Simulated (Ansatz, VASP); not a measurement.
## ZnO: VASP beside Ansatz

File INCAR:

```
PREC     = Accurate       # precision mode
ENCUT    = 910            # plane-wave cutoff, eV
EDIFF    = 1E-6           # SCF threshold, eV
ISMEAR   = 0              # smearing method
SIGMA    = 0.02           # smearing width, eV
LREAL    = F              # projectors in reciprocal space
LASPH    = T              # aspherical terms in the spheres
NELM     = 120            # most SCF steps
ALGO     = Normal         # electronic algorithm
ISIF     = 2              # what is computed and relaxed
LWAVE    = F              # write WAVECAR
LCHARG   = F              # write CHGCAR
GGA      = PE             # functional
NBANDS   = 16             # bands
GGA_COMPAT= F
```

KPOINTS

```
regular mesh
0
Gamma
  12 12 12
```

Contents of POSCAR:

```
ZnO
1.0
    0.0000000000      2.1429925613      2.1429925613
    2.1429925613      0.0000000000      2.1429925613
    2.1429925613      2.1429925613      0.0000000000
Zn O
1 1
Direct
    0.0000000000      0.0000000000      0.0000000000
    0.5000000000      0.5000000000      0.5000000000
```

Input for Ansatz:

```yaml
crystal:
  lattice:
    - [0.0, 2.1429925613, 2.1429925613]
    - [2.1429925613, 0.0, 2.1429925613]
    - [2.1429925613, 2.1429925613, 0.0]
  atoms:
    - { symbol: Zn, position: [0.0, 0.0, 0.0] }
    - { symbol: O, position: [0.5, 0.5, 0.5] }
basis:
  ecutwfc: 420
kpoints:
  mp_grid: { grid: [12, 12, 12] }
hamiltonian:
  xc: pbe
scf:
  occupations: { method: gaussian, width: 0.02 }
output:
  forces: true
  stress: true
  eigenvalues: true
```

Alike in both runs: task single point; functional PBE; k mesh 12 × 12 × 12; occupations gaussian, width 0.02 eV; no spin polarisation.

|  | VASP | Ansatz |
| --- | --- | --- |
| version | VASP 6.6.1 | Ansatz 0.2.0 |
| potentials or method | VASP PAW PBE potentials, release 64 (Zn, O_h), cutoff 910 eV | scalar-relativistic, plane waves, PAW |
| valence electrons in the cell | 18 | 18 |

|  | VASP | Ansatz | Ansatz less VASP |
| --- | --- | --- | --- |
| gap on the k mesh at the Fermi level (eV) | 0.86 | 0.89 | +0.030 |
| least direct gap on the mesh (eV) | 2.21 | 2.24 | +0.032 |

With one functional, cell and mesh, what is left measures potentials, basis and numerics.

Noted on VASP's run: the cutoff is short for stress, so the pressure is rough.
